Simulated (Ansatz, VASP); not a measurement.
This is a calculation of Ti3Al for VASP 6.6.1.

File INCAR:

```
ALGO = Normal
EDIFF = 1E-7
ENCUT = 520
GGA = PS
ISIF = 2
ISMEAR = -1
LASPH = True
LCHARG = False
LREAL = False
LWAVE = False
NBANDS = 28
NELM = 60
PREC = Accurate
SIGMA = 0.05
```

Contents of KPOINTS:

```
k-points
0
Gamma
  7 7 7
```

POSCAR

```
Ti3Al
1.0
    0.0000000000      3.1881029295      3.1881029295
    3.1881029295      0.0000000000      3.1881029295
    3.1881029295      3.1881029295      0.0000000000
Ti Al
3 1
Direct
    0.0000000000      0.0000000000      0.0000000000
    0.2500000000      0.2500000000      0.2500000000
    0.7500000000      0.7500000000      0.7500000000
    0.5000000000      0.5000000000      0.5000000000
```

Potentials or basis: VASP PAW PBE potentials, release 64 (Ti_sv, Al).

Command:

```bash
$ cat potpaw_PBE.64/Ti_sv/POTCAR potpaw_PBE.64/Al/POTCAR > POTCAR
$ mpirun -np 1 vasp_std > vasp.out
```

Task: Translate it to Ansatz 0.2.0. Potentials there: all-electron LAPW, scalar-relativistic.

Result: As run (the cutoff follows the program's own potentials):

File input.yaml:

```yaml
crystal:
  lattice:
    - [0.0, 3.1881029295, 3.1881029295]
    - [3.1881029295, 0.0, 3.1881029295]
    - [3.1881029295, 3.1881029295, 0.0]
  atoms:
    - { symbol: Ti, position: [0.0, 0.0, 0.0] }
    - { symbol: Ti, position: [0.25, 0.25, 0.25] }
    - { symbol: Ti, position: [0.75, 0.75, 0.75] }
    - { symbol: Al, position: [0.5, 0.5, 0.5] }
kpoints:
  mp_grid: { grid: [7, 7, 7] }
scf:
  occupations: { method: fermi_dirac, width: 0.05 }
hamiltonian:
  xc: pbesol
  pseudopotentials: { kind: all_electron, lapw: { basis_error: 0.001 } }
output:
  forces: true
  stress: true
  eigenvalues: true
```

Potentials or basis: all-electron LAPW, scalar-relativistic.

Command:

```sh
$ ansatz run input.yaml --threads 2 --pin off --max-ram 8192MiB --backend cpu --events-out ev --progress --plain --runs-dir out
```

Both were run:

|  | VASP | Ansatz | Ansatz less VASP |
| --- | --- | --- | --- |
| gap on the k mesh at the Fermi level (eV) | none | none | - |
| pressure (GPa) | -0.4 | -0.3 | +0.06 |

VASP's potentials were made for PBE, not for PBEsol. A gap of «none» marks a metal or a gap that the smearing closes. Ansatz ran all-electron here, and VASP with PAW potentials.
